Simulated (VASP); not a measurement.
# TiB (F-43m) in VASP: further runs, part 3 of 3

VASP 6.6.1. The steps go on from the part before.

### Step 6. Electric field gradients, LDA (volume scaled by 1.01)

File INCAR:

```
  PREC = Accurate
  ENCUT = 520
  EDIFF = 1E-8
  ISMEAR = -1
  SIGMA = 0.05
  LREAL = False
  LASPH = True
  NELM = 80
  ALGO = Normal
  ISIF = 2
  LWAVE = False
  LCHARG = False
  LEFG = True
  NBANDS = 14
```

File KPOINTS:

```
Automatic mesh
0
Gamma
  13 13 13
```

File POSCAR:

```
TiB
1.0
    0.0000000000      2.1079801177      2.1079801177
    2.1079801177      0.0000000000      2.1079801177
    2.1079801177      2.1079801177      0.0000000000
Ti B
1 1
Direct
    0.7500000000      0.7500000000      0.7500000000
    0.0000000000      0.0000000000      0.0000000000
```

Potentials or basis: VASP PAW LDA potentials, release 64 (Ti_sv, B).

Started as:

```
$ cat potpaw_LDA.64/Ti_sv/POTCAR potpaw_LDA.64/B/POTCAR > POTCAR
$ mpirun -np 1 vasp_std > vasp.out
```

OUTCAR:

```text
PREC = Accurate
   ENCUT = 520
   EDIFF = 1E-8
   ISMEAR = -1
   LREAL = False
   LASPH = True
   NELM = 80
   ISIF = 2

 ion  position               nearest neighbor table
   1  0.750  0.750  0.750-   2 1.83   2 1.83   2 1.83   2 1.83
   2  0.000  0.000  0.000-   1 1.83   1 1.83   1 1.83   1 1.83

  LATTYP: Found a face centered cubic cell.
 ALAT       =     4.2159602354

  Lattice vectors:

 A1 = (   0.0000000000,   2.1079801177,   2.1079801177)
 A2 = (   2.1079801177,   0.0000000000,   2.1079801177)
 A3 = (   2.1079801177,   2.1079801177,   0.0000000000)

Analysis of symmetry for initial positions (statically):
=====================================================================
 Subroutine PRICEL returns:
 Original cell was already a primitive cell.

 Routine SETGRP: Setting up the symmetry group for a
 face centered cubic supercell.

 Subroutine GETGRP returns: Found 24 space group operations
 (whereof 24 operations were pure point group operations)
[... 595 lines left out ...]
      direct lattice vectors                 reciprocal lattice vectors
     0.000000000  2.107980118  2.107980118    -0.237193888  0.237193888  0.237193888
     2.107980118  0.000000000  2.107980118     0.237193888 -0.237193888  0.237193888
     2.107980118  2.107980118  0.000000000     0.237193888  0.237193888 -0.237193888

 POSITION                                       TOTAL-FORCE (eV/Angst)
 -----------------------------------------------------------------------------------
      3.16197      3.16197      3.16197        -0.000000     -0.000000     -0.000000
      0.00000      0.00000      0.00000         0.000000      0.000000      0.000000
 -----------------------------------------------------------------------------------
    total drift:                                0.000001      0.000001      0.000001

  FREE ENERGIE OF THE ION-ELECTRON SYSTEM (eV)
  ---------------------------------------------------
  free  energy   TOTEN  =       -12.1327454540 eV

  energy  without entropy=      -12.1253450283  energy(sigma->0) =      -12.12904524

 Electric field gradients (V/A^2)
---------------------------------------------------------------------
 ion       V_xx      V_yy      V_zz      V_xy      V_xz      V_yz
---------------------------------------------------------------------
   1       0.000     0.000    -0.000     0.001     0.001     0.001
   2       0.000    -0.000    -0.000     0.000     0.000     0.000
---------------------------------------------------------------------

 Electric field gradients after diagonalization (V/A^2)
 (convention: |V_zz| > |V_xx| > |V_yy|)
----------------------------------------------------------------------
 ion       V_xx      V_yy      V_zz     asymmetry (V_yy - V_xx)/ V_zz
----------------------------------------------------------------------
   1      -0.001    -0.001     0.002       0.000
   2      -0.000    -0.000     0.000       0.000
----------------------------------------------------------------------

           NMR quadrupolar parameters

 Cq : quadrupolar parameter    Cq=e*Q*V_zz/h
 eta: asymmetry parameters     (V_yy - V_xx)/ V_zz
 Q  : nuclear electric quadrupole moment in mb (millibarn)
----------------------------------------------------------------------
 ion       Cq(MHz)       eta       Q (mb)
----------------------------------------------------------------------
   1       0.000       0.000       1.000
   2       0.000       0.000       1.000
----------------------------------------------------------------------
```

OSZICAR:

```text
N       E                     dE             d eps       ncg     rms          rms(c)
DAV:   1     0.124338197873E+03    0.12434E+03   -0.78531E+03  2358   0.129E+03
DAV:   2    -0.509164153969E+01   -0.12943E+03   -0.12265E+03  2406   0.340E+02
DAV:   3    -0.144198166920E+02   -0.93282E+01   -0.90152E+01  3414   0.857E+01
DAV:   4    -0.150030144665E+02   -0.58320E+00   -0.58228E+00  2808   0.158E+01
DAV:   5    -0.150103853464E+02   -0.73709E-02   -0.73694E-02  3100   0.184E+00    0.237E+01
DAV:   6    -0.120340948453E+02    0.29763E+01   -0.64510E+00  3294   0.399E+01    0.551E+00
DAV:   7    -0.120762255623E+02   -0.42131E-01   -0.79379E-01  2376   0.100E+01    0.495E+00
DAV:   8    -0.121255309895E+02   -0.49305E-01   -0.12302E-01  3484   0.287E+00    0.114E+00
DAV:   9    -0.121328644589E+02   -0.73335E-02   -0.13935E-02  2352   0.111E+00    0.218E-01
DAV:  10    -0.121327972823E+02    0.67177E-04   -0.24427E-03  2894   0.493E-01    0.184E-01
DAV:  11    -0.121327345823E+02    0.62700E-04   -0.48371E-04  2400   0.228E-01    0.995E-02
DAV:  12    -0.121327448894E+02   -0.10307E-04   -0.86570E-05  2928   0.105E-01    0.495E-03
DAV:  13    -0.121327452159E+02   -0.32643E-06   -0.85275E-06  2492   0.225E-02    0.358E-03
DAV:  14    -0.121327454500E+02   -0.23414E-06   -0.10589E-06  2692   0.793E-03    0.158E-03
DAV:  15    -0.121327454540E+02   -0.39972E-08   -0.69946E-08  2556   0.266E-03
   1 F= -.12132745E+02 E0= -.12129045E+02  d E =-.740043E-02
```

Run time: 14 s. Hardware: 1 thread of Intel Xeon Platinum 8375C at 2.90GHz (Ice Lake), shared host; peak memory 0.14 GiB.

What came out:

* Free energy: -12.1327 eV
* Pressure: 101.4 GPa

Caveat: without QUAD_EFG the Cq values of the log hold for a quadrupole moment of 1 mb, not for the nuclei.

### Step 7. The runs side by side

```tsv
cell	gap on the mesh (eV)	pressure (GPa)
a = 2.961 Å, angles 60.0°, 2 atoms	none	109.8
a = 2.951 Å, angles 60.0°, 2 atoms	none	114.1
a = 2.981 Å, angles 60.0°, 2 atoms	none	101.4
```

Alike in all rows: task electric field gradients; level LDA; potentials or basis VASP PAW LDA potentials, release 64 (Ti_sv, B); no spin polarisation; k mesh 13 × 13 × 13; cutoff (eV) 520; smearing fermi-dirac 0.05 eV.

Total energies depend on the potentials used, so only differences within one code and one set of settings carry meaning.
